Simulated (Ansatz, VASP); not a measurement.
TaN: VASP beside Ansatz

The input INCAR:

```
ALGO = Normal
EDIFF = 1E-8
ENCUT = 520
GGA = PS
ISIF = 2
ISMEAR = -1
LASPH = T
LCHARG = F
LEFG = T
LREAL = F
LWAVE = F
NBANDS = 15
NELM = 80
PREC = Accurate
SIGMA = 0.02
```

File KPOINTS:

```
k-points
0
Gamma
  9 9 9
```

The input POSCAR:

```
TaN
1.0
    0.0000000000      2.1790000000      2.1354200000
    2.1790000000      0.0000000000      2.1354200000
    2.1790000000      2.1790000000      0.0000000000
Ta N
1 1
Direct
    0.5000000000      0.5000000000      0.5000000000
    0.0000000000      0.0000000000      0.0000000000
```

Input for Ansatz:

```yaml
crystal:
  lattice:
    - [0.0, 2.179, 2.13542]
    - [2.179, 0.0, 2.13542]
    - [2.179, 2.179, 0.0]
  atoms:
    - { symbol: Ta, position: [0.5, 0.5, 0.5] }
    - { symbol: "N", position: [0.0, 0.0, 0.0] }
kpoints:
  mp_grid: { grid: [9, 9, 9] }
scf:
  occupations: { method: fermi_dirac, width: 0.02 }
hamiltonian:
  xc: pbesol
  pseudopotentials: { kind: all_electron, datasets: crystal }
output:
  forces: true
  stress: true
  eigenvalues: true
  efg: { contact_densities: true }
```

Change from the starting cell: zz strain of -2 %, crystal datasets.

Alike in both runs: task electric field gradients; functional PBEsol; k mesh 9 × 9 × 9; occupations fermi-dirac, width 0.02 eV; no spin polarisation.

```csv
,VASP,Ansatz
version,VASP 6.6.1,Ansatz 0.2.0
potentials or method,"VASP PAW PBE potentials, release 64 (Ta_pv, N), cutoff 520 eV","all-electron PAW with datasets made for the crystal, scalar-relativistic"
```

|  | VASP | Ansatz | Ansatz less VASP |
| --- | --- | --- | --- |
| pressure (GPa) | 13.9 | 12.6 | -1.32 |
| traceless stress, the component that is largest in VASP (GPa) | 10.16 | 10.02 | -0.140 |
| size of Vzz on the site where it differs most (V/Å²) | 101.1 | 104.1 | +2.98 |

VASP's potentials were made for PBE, not for PBEsol. Ansatz ran all-electron here, and VASP with PAW potentials.

Spin-orbit coupling is off throughout.
